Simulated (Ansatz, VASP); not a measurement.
# KCl in VASP and in Ansatz

The input INCAR:

```
SYSTEM = KCl
PREC = Accurate
ENCUT = 520
EDIFF = 1E-6
ISMEAR = 0
SIGMA = 0.01
LREAL = .FALSE.
LASPH = .TRUE.
NELM = 100
ALGO = Normal
ISIF = 2
LWAVE = .FALSE.
LCHARG = .FALSE.
GGA = PS
NBANDS = 15
```

File KPOINTS:

```
regular mesh
0
G
  5 5 5
  0 0 0
```

File POSCAR:

```
KCl
1.0
    0.0000000000      3.1253521154      3.1253521154
    3.1253521154      0.0000000000      3.1253521154
    3.1253521154      3.1253521154      0.0000000000
K Cl
1 1
Direct
    0.0000000000      0.0000000000      0.0000000000
    0.5000000000      0.5000000000      0.5000000000
```

Input for Ansatz:

```yaml
crystal:
  lattice:
    - [0.0, 3.1253521153837176, 3.1253521153837176]
    - [3.1253521153837176, 0.0, 3.1253521153837176]
    - [3.1253521153837176, 3.1253521153837176, 0.0]
  atoms:
    - { symbol: K, position: [0.0, 0.0, 0.0] }
    - { symbol: Cl, position: [0.5, 0.5, 0.5] }
basis:
  ecutwfc: 500.0
kpoints:
  mp_grid:
    grid: [5, 5, 5]
hamiltonian:
  xc: pbesol
scf:
  occupations:
    method: fixed
output:
  stress: true
```

Alike in both runs: task single point; functional PBEsol; k mesh 5 × 5 × 5; no spin polarisation.

|  | VASP | Ansatz |
| --- | --- | --- |
| version | VASP 6.6.1 | Ansatz 0.2.0 |
| potentials or method | VASP PAW PBE potentials, release 64 (K_sv, Cl), cutoff 520 eV | plane waves, PAW |
| occupations | gaussian, width 0.01 eV | fixed |
| valence electrons in the cell | 16 | 16 |

|  | VASP | Ansatz | Ansatz less VASP |
| --- | --- | --- | --- |
| pressure (GPa) | 0.0 | -0.1 | -0.04 |

VASP's potentials were made for PBE, not for PBEsol.
